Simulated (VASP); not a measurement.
# Ru (I4_1/amd) in VASP: a series of runs

The runs below take Ru through single point, relaxation of cell and atoms, with PBE.

Program: VASP 6.6.1. These are calculated values, not measurements. Logs are shortened: lines on timing, memory, paths and dates and some standing lists are left out, and cuts for length are marked.

### Step 1. The cell of the first run

It takes space group I4_1/amd (No. 141, tetragonal). Conventional cell: a = 4.068 Å, b = 4.068 Å, c = 2.189 Å, α = 90.00°, β = 90.00°, γ = 90.00°. Within 2.8 Å of Ru (site symmetry -4m2) lie 10 Ru at 2.11 to 2.61 Å.

### Step 2. Single point, PBE

The input, INCAR:

```
SYSTEM = Ru
  PREC = Accurate
  ENCUT = 520
  EDIFF = 1E-6
  ISMEAR = -1
  SIGMA = 0.08
  LREAL = .False.
  LASPH = .True.
  NELM = 100
  ALGO = Normal
  ISIF = 2
  LWAVE = .False.
  LCHARG = .False.
  GGA = PE
  NBANDS = 21
```

The input, KPOINTS:

```
regular mesh
0
Gamma
  20 20 20
  0 0 0
```

The input, POSCAR:

```
Ru
1.0
   -2.0339754344      2.0339754344      1.0946438201
    2.0339754344     -2.0339754344      1.0946438201
    2.0339754344      2.0339754344     -1.0946438201
Ru
2
Direct
   -0.3750000000     -0.1250000000     -0.2500000000
    0.3750000000      0.1250000000      0.2500000000
```

Potentials or basis: VASP PAW PBE potentials, release 64 (Ru_pv).

The run is started by

```sh
$ cat potpaw_PBE.64/Ru_pv/POTCAR > POTCAR
$ mpirun -np 1 vasp_std > vasp.out
```

OUTCAR:

```text
SYSTEM = Ru
   PREC = Accurate
   ENCUT = 520
   EDIFF = 1E-6
   ISMEAR = -1
   LREAL = .False.
   LASPH = .True.
   NELM = 100
   ISIF = 2
   GGA = PE

 ion  position               nearest neighbor table
   1  0.625  0.875  0.750-   2 2.11   2 2.11   2 2.11   2 2.11   2 2.61   2 2.61   2 2.61   2 2.61

   2  0.375  0.125  0.250-   1 2.11   1 2.11   1 2.11   1 2.11   1 2.61   1 2.61   1 2.61   1 2.61

  LATTYP: Found a body centered tetragonal cell.
 ALAT       =     4.0679508688
 C/A-ratio  =     0.5381794694

  Lattice vectors:

 A1 = (  -2.0339754344,   2.0339754344,   1.0946438201)
 A2 = (   2.0339754344,  -2.0339754344,   1.0946438201)
 A3 = (   2.0339754344,   2.0339754344,  -1.0946438201)

Analysis of symmetry for initial positions (statically):
=====================================================================
 Subroutine PRICEL returns:
 Original cell was already a primitive cell.

 Routine SETGRP: Setting up the symmetry group for a
 body centered tetragonal supercell.

 Subroutine GETGRP returns: Found 16 space group operations
 (whereof  4 operations were pure point group operations)
 out of a pool of 16 trial point group operations.

The static configuration has the point symmetry C_2h.
 The point group associated with its full space group is D_4h.

Analysis of symmetry for dynamics (positions and initial velocities):
=====================================================================
 Subroutine PRICEL returns:
 Original cell was already a primitive cell.

 Routine SETGRP: Setting up the symmetry group for a
 body centered tetragonal supercell.

 Subroutine GETGRP returns: Found 16 space group operations
 (whereof  4 operations were pure point group operations)
 out of a pool of 16 trial point group operations.

The dynamic configuration has the point symmetry C_2h.
 The point group associated with its full space group is D_4h.

 Subroutine INISYM returns: Found 16 space group operations
 (whereof  4 operations are pure point group operations),
 and found     1 'primitive' translations

----------------------------------------------------------------------------------------

                                     Primitive cell

  volume of cell :      18.1144

  direct lattice vectors                    reciprocal lattice vectors
    -2.033975434  2.033975434  1.094643820     0.000000000  0.245824011  0.456769582
     2.033975434 -2.033975434  1.094643820     0.245824011  0.000000000  0.456769582
     2.033975434  2.033975434 -1.094643820     0.245824011  0.245824011  0.000000000

  length of vectors
     3.077719485  3.077719485  3.077719485     0.518717549  0.518717549  0.347647651

  position of ions in fractional coordinates (direct lattice)
     0.625000000  0.875000000  0.750000000
     0.375000000  0.125000000  0.250000000

  ion indices of the primitive-cell ions
   primitive index   ion index
                 1           1
                 2           2

----------------------------------------------------------------------------------------

 KPOINTS: regular mesh

Automatic generation of k-mesh.
 Grid dimensions read from file:
 generate k-points for:   20   20   20

 Generating k-lattice:

  Cartesian coordinates                     Fractional coordinates (reciprocal lattice)
     0.000000000  0.012291201  0.022838479     0.050000000  0.000000000  0.000000000
     0.012291201  0.000000000  0.022838479     0.000000000  0.050000000  0.000000000
     0.012291201  0.012291201  0.000000000     0.000000000  0.000000000  0.050000000

  Length of vectors
     0.025935877  0.025935877  0.017382383

  Shift w.r.t. Gamma in fractional coordinates (k-lattice)
     0.000000000  0.000000000  0.000000000

 Subroutine IBZKPT returns following result:
 ===========================================

 Found    641 irreducible k-points:

 Following reciprocal coordinates:
            Coordinates               Weight
  0.000000  0.000000  0.000000      1.000000
  0.050000  0.000000 -0.000000      8.000000
  0.100000  0.000000  0.000000      8.000000
  0.150000  0.000000  0.000000      8.000000
  0.200000  0.000000  0.000000      8.000000
  0.250000  0.000000 -0.000000      8.000000
[... 16 lines left out ...]
 -0.400000  0.050000  0.000000     16.000000
 -0.350000  0.050000  0.000000     16.000000
 [... further k-points ...]
   k-points           NKPTS =    641   k-points in BZ     NKDIM =    641   number of bands    NBANDS=     21
   number of dos      NEDOS =    301   number of ions     NIONS =      2
   total plane-waves  NPLWV =  13824
   dimension x,y,z NGX =    24 NGY =   24 NGZ =   24
   dimension x,y,z NGXF=    48 NGYF=   48 NGZF=   48
   ions per type =               2
   NGX,Y,Z   is equivalent  to a cutoff of  12.96, 12.96, 12.96 a.u.
   NGXF,Y,Z  is equivalent  to a cutoff of  25.93, 25.93, 25.93 a.u.
 SYSTEM =  Ru
   PREC   = accura    normal or accurate (medium, high low for compatibility)
   ISTART =      0    job   : 0-new  1-cont  2-samecut
   ICHARG =      2    charge: 1-file 2-atom 10-const
   ISPIN  =      1    spin polarized calculation?
   LNONCOLLINEAR =      F non collinear calculations
   LSORBIT =      F    spin-orbit coupling
   LASPH  =      T    aspherical Exc in radial PAW
   ENCUT  =  520.0 eV  38.22 Ry    6.18 a.u.   5.72  5.72  5.72*2*pi/ulx,y,z
   NELM   =    100;   NELMIN=  2; NELMDL= -5     # of ELM steps
   EDIFF  = 0.1E-05   stopping-criterion for ELM
   LREAL  =      F    real-space projection
   EDIFFG = 0.1E-04   stopping-criterion for IOM
   NSW    =      0    number of steps for IOM
   IBRION =     -1    ionic relax: 0-MD 1-quasi-New 2-CG
   NFREE  =      0    steps in history (QN), initial steepest desc. (CG)
   ISIF   =      2    stress and relaxation
   ISYM   =      2    0-nonsym 1-usesym 2-fastsym
   POTIM  = 0.5000    time-step for ionic-motion
   TEBEG  =    0.0;   TEEND  =   0.0 temperature during run
   PSTRESS=    0.0 pullay stress
   NELECT =      28.0000    total number of electrons
   NUPDOWN=      -1.0000    fix difference up-down
   EMIN   =  10.00;   EMAX   =-10.00  energy-range for DOS
   EFERMI =   0.00;   METHOD = LEGACY
   ISMEAR =    -1;   SIGMA  =   0.08  broadening in eV -4-tet -1-fermi 0-gaus
   EFERMI_NEDOS =   21; number of points for ismear=-14 and -15
   IALGO  =     38    algorithm
   IMIX   =      4    mixing-type and parameters
     AMIX     =   0.40;   BMIX     =  1.00
     AMIX_MAG =   1.60;   BMIX_MAG =  1.00
  volume/ion in A,a.u.               =       9.06        61.12
  Fermi-wavevector in a.u.,A,eV,Ry     =   1.892864  3.576994 48.748783  3.582934
  Thomas-Fermi vector in A             =   2.933686
   LORBIT       =      0    0 simple, 1 ext, 2 COOP (PROOUT), +10 PAW based schemes
   GGA     = PE    functional components
   LHFCALC =     F    Hartree Fock is set to
   AEXX    =    0.0000 exact exchange contribution
   IVDW    =     0    specifies the selected vdW correction
   LEPSILON=     F    determine dielectric tensor
   LRPA    =     F    only Hartree local field effects (RPA)
 non-spin polarized calculation
  energy-cutoff  :      520.00
  volume of cell :       18.11
 maximum number of plane-waves:       500
   NGX = 11   NGY = 11   NGZ = 11

 number of electron      28.0000006 magnetization

 Free energy of the ion-electron system (eV)
  ---------------------------------------------------
  ext. energy  EPLUGINS =         0.00000000
  ---------------------------------------------------
  free energy    TOTEN  =        -6.19017991 eV

  energy without entropy =       -6.15150698  energy(sigma->0) =       -6.17084344

 E-fermi :  22.0606     XC(G=0): -16.6596

 val. band max:       22.0598907160   @ k =  -0.3500   0.4500   0.1500
 cond. band min:      22.0626076760   @ k =  -0.2500   0.3000   0.2000
 fundamental gap:      0.0027169600
 Fermi energy:        22.0605704658

 k-point     1 :       0.0000    0.0000    0.0000
  band No.  band energies     occupation
      1     -24.2650      2.00000
      2     -24.2650      2.00000
      3     -20.6431      2.00000
      4     -20.5967      2.00000
      5     -20.4787      2.00000
      6     -20.4787      2.00000
[... 13 lines left out ...]
     20      32.4691      0.00000
     21      32.4763      0.00000

 k-point     2 :       0.0500    0.0000   -0.0000
  band No.  band energies     occupation
      1     -24.2565      2.00000
      2     -24.2288      2.00000
      3     -20.7547      2.00000
      4     -20.6976      2.00000
      5     -20.4826      2.00000
      6     -20.4730      2.00000
[... 13 lines left out ...]
     20      32.4751      0.00000
     21      32.4770      0.00000

 k-point     3 :       0.1000    0.0000    0.0000
  band No.  band energies     occupation
      1     -24.2315      2.00000
      2     -24.1241      2.00000
      3     -21.0453      2.00000
      4     -20.9761      2.00000
      5     -20.5308      2.00000
      6     -20.4565      2.00000
[... 13 lines left out ...]
     20      33.0715      0.00000
     21      33.6240      0.00000

 k-point     4 :       0.1500    0.0000    0.0000
  band No.  band energies     occupation
      1     -24.1920      2.00000
      2     -23.9636      2.00000
      3     -21.4889      2.00000
      4     -21.3656      2.00000
      5     -20.6288      2.00000
      6     -20.4313      2.00000
[... 13 lines left out ...]
     20      34.3628      0.00000
     21      35.1528      0.00000

 k-point     5 :       0.2000    0.0000    0.0000
  band No.  band energies     occupation
      1     -24.1410      2.00000
      2     -23.7737      2.00000
      3     -22.0302      2.00000
      4     -21.8071      2.00000
      5     -20.7626      2.00000
      6     -20.4003      2.00000
[... 13 lines left out ...]
     20      35.8102      0.00000
     21      36.7052      0.00000
[... 382 lines left out ...]
     20      33.5641      0.00000
     21      35.6891      0.00000

 k-point    22 :      -0.4500    0.0500    0.0000
  band No.  band energies     occupation
      1     -24.2896      2.00000
      2     -23.8955      2.00000
      3     -23.7386      2.00000
      4     -22.0936      2.00000
      5     -21.5987      2.00000
      6     -20.2922      2.00000
[... 13 lines left out ...]
     20      33.9918      0.00000
     21      36.8457      0.00000

 k-point    23 :      -0.4000    0.0500    0.0000
  band No.  band energies     occupation
      1     -24.0490      2.00000
      2     -23.8550      2.00000
      3     -23.4652      2.00000
      4     -22.2393      2.00000
      5     -21.4662      2.00000
      6     -20.3091      2.00000
[... 13 lines left out ...]
     20      34.7123      0.00000
     21      37.0515      0.00000

 k-point    24 :      -0.3500    0.0500    0.0000
  band No.  band energies     occupation
      1     -24.0514      2.00000
      2     -23.5700      2.00000
      3     -23.1196      2.00000
      4     -22.3185      2.00000
      5     -21.2927      2.00000
      6     -20.3343      2.00000
[... 13 lines left out ...]
     20      35.4657      0.00000
     21      37.5510      0.00000

 [... further k-points ...]

------------------------ aborting loop because EDIFF is reached ----------------------------------------

  FORCE on cell =-STRESS in cart. coord.  units (eV):
  Direction    XX          YY          ZZ          XY          YZ          ZX
  --------------------------------------------------------------------------------------
  -------------------------------------------------------------------------------------
  Total       48.7522895     48.7522895     48.2963270      0.0000000     -0.0000000     -0.0000000
  in kB     4312.0259979   4312.0259979   4271.6971846      0.0000000     -0.0000000     -0.0000000
  external PRESSURE =    4298.5830601 kB  Pullay stress =       0.0000000 kB

 VOLUME and BASIS-vectors are now :
 -----------------------------------------------------------------------------
  energy-cutoff  :      520.00
  volume of cell :       18.11
      direct lattice vectors                 reciprocal lattice vectors
    -2.033975434  2.033975434  1.094643820     0.000000000  0.245824011  0.456769582
     2.033975434 -2.033975434  1.094643820     0.245824011  0.000000000  0.456769582
     2.033975434  2.033975434 -1.094643820     0.245824011  0.245824011  0.000000000

 POSITION                                       TOTAL-FORCE (eV/Angst)
 -----------------------------------------------------------------------------------
      2.03398      1.01699      0.82098        -0.000000     -0.000000      0.000000
      0.00000      1.01699      0.27366         0.000000      0.000000     -0.000000
 -----------------------------------------------------------------------------------
    total drift:                               -0.000000      0.000000      0.000000

  FREE ENERGIE OF THE ION-ELECTRON SYSTEM (eV)
  ---------------------------------------------------
  free  energy   TOTEN  =        -6.1901799077 eV

  energy  without entropy=       -6.1515069766  energy(sigma->0) =       -6.17084344
```

Run time: 3.4 min. Hardware: 1 thread of Intel Xeon 8259CL, shared host; peak memory 0.3 GiB.

What came out:

| Item | Value |
| --- | --- |
| Free energy | -6.1902 eV |
| Pressure | 429.9 GPa |
| Band gap on the k mesh | zero (bands 14 and 15 overlap by 3.27 eV) |

Stress tensor (GPa, compression positive):
```
431.20   0.00   0.00
  0.00 431.20   0.00
  0.00   0.00 427.17
```

Levels at points of the mesh, in eV from the Fermi level:
```tsv
k point	band 12	band 13	band 14	band 15	band 16	band 17
(0.00, 0.00, 0.00)	-0.95	-0.95	-0.80	-0.80	3.94	6.54
(0.50, 0.00, 0.00)	-3.32	-0.70	0.30	2.22	2.69	7.78
(0.50, 0.50, 0.00)	-4.64	-0.13	-0.13	1.29	1.29	2.01
(0.50, 0.50, 0.50)	-2.10	-1.05	-1.05	0.16	0.16	1.29
```

Caveat: the cell stands under pressure.

### Step 3. Relaxation of cell and atoms, PBE, target pressure 420 GPa, at which the enthalpy is minimised

This run uses another cell than the first one, of 8.86 Å³/atom.

The input, INCAR:

```
SYSTEM = Ru
ALGO = Normal ; EDIFF = 1E-6
EDIFFG = -0.005 ; ENCUT = 600
GGA = PE ; IBRION = 2
ISIF = 3 ; ISMEAR = -1
LASPH = .True. ; LCHARG = .False.
LREAL = .False. ; LWAVE = .False.
NELM = 80 ; NSW = 60
PREC = Accurate ; PSTRESS = 4200.0
SIGMA = 0.08
```

The input, KPOINTS:

```
k-points
0
Gamma
  20 20 20
  0 0 0
```

The input, POSCAR:

```
Ru
1.0
   -2.0043823595      2.0043823595      1.1024102977
    2.0043823595     -2.0043823595      1.1024102977
    2.0043823595      2.0043823595     -1.1024102977
Ru
2
Direct
   -0.3750000000     -0.1250000000     -0.2500000000
    0.3750000000      0.1250000000      0.2500000000
```

Potentials or basis: VASP PAW PBE potentials, release 64 (Ru_pv).

The run is started by

```sh
$ cat potpaw_PBE.64/Ru_pv/POTCAR > POTCAR
$ mpirun -np 1 vasp_std > vasp.out
```

Wall time 8.6 min (1 thread of Intel Xeon 6975P-C (Granite Rapids), shared host); peak memory 0.34 GiB.

The run converged. Its results:

| Item | Value |
| --- | --- |
| Free energy | -6.4577 eV |
| Relaxed volume | 9.11 Å³/atom |
| Relaxed cell | a = 3.085 Å, b = 3.085 Å, c = 3.085 Å, α = 97.23°, β = 97.23°, γ = 138.43° |
| Space group after relaxing (to 0.1 Å) | I4_1/amd (No. 141) |
| Energy change on relaxing (the run minimises the enthalpy) | -710.7 meV/atom |
| Ionic steps | 17 |
| Pressure after relaxing | 420.0 GPa |
| Band gap on the k mesh | zero (bands 14 and 15 overlap by 3.23 eV) |

Step by step:
```tsv
step	energy change (eV)	largest force (eV/Å)	pressure (GPa)	volume (Å³)
1	0.0000	0.0000	471.96	17.72
2	-10.7096	0.0000	59.64	26.08
3	-1.9204	0.0000	402.13	18.41
4	-1.5401	0.0000	415.97	18.27
5	-0.9795	0.0000	433.76	18.08
6	-1.4242	0.0000	419.90	18.22
7	-1.4191	0.0000	420.07	18.21
8	-1.4162	0.0000	420.16	18.21
9	-1.4607	0.0000	418.70	18.23
10	-1.4224	0.0000	419.92	18.22
11	-1.4234	0.0000	419.93	18.22
12	-1.4420	0.0000	419.30	18.22
13	-1.4248	0.0000	419.86	18.22
14	-1.4243	0.0000	419.86	18.22
15	-1.4238	0.0000	419.88	18.22
16	-1.4147	0.0000	420.22	18.21
17	-1.4214	0.0000	420.00	18.22
```

Final structure:
```cif
data_structure
_symmetry_space_group_name_H-M 'P 1'
_symmetry_Int_Tables_number 1
_cell_length_a 3.0851
_cell_length_b 3.0851
_cell_length_c 3.0851
_cell_angle_alpha 97.235
_cell_angle_beta 97.235
_cell_angle_gamma 138.429
_cell_volume 18.22
loop_
_atom_site_label
_atom_site_type_symbol
_atom_site_fract_x
_atom_site_fract_y
_atom_site_fract_z
_atom_site_occupancy
Ru1 Ru 0.62500 0.87500 0.75000 1
Ru2 Ru 0.37500 0.12500 0.25000 1
```

Levels at points of the mesh, in eV from the Fermi level:
```tsv
k point	band 12	band 13	band 14	band 15	band 16	band 17
(0.00, 0.00, 0.00)	-0.90	-0.90	-0.75	-0.75	3.88	6.47
(0.50, 0.00, 0.00)	-3.33	-0.69	0.30	2.18	2.66	7.76
(0.50, 0.50, 0.00)	-4.61	-0.15	-0.15	1.29	1.29	1.97
(0.50, 0.50, 0.50)	-2.09	-1.03	-1.03	0.19	0.19	1.26
```

Caveat: the cell is relaxed towards a set pressure, so the run minimises the enthalpy, not the energy.
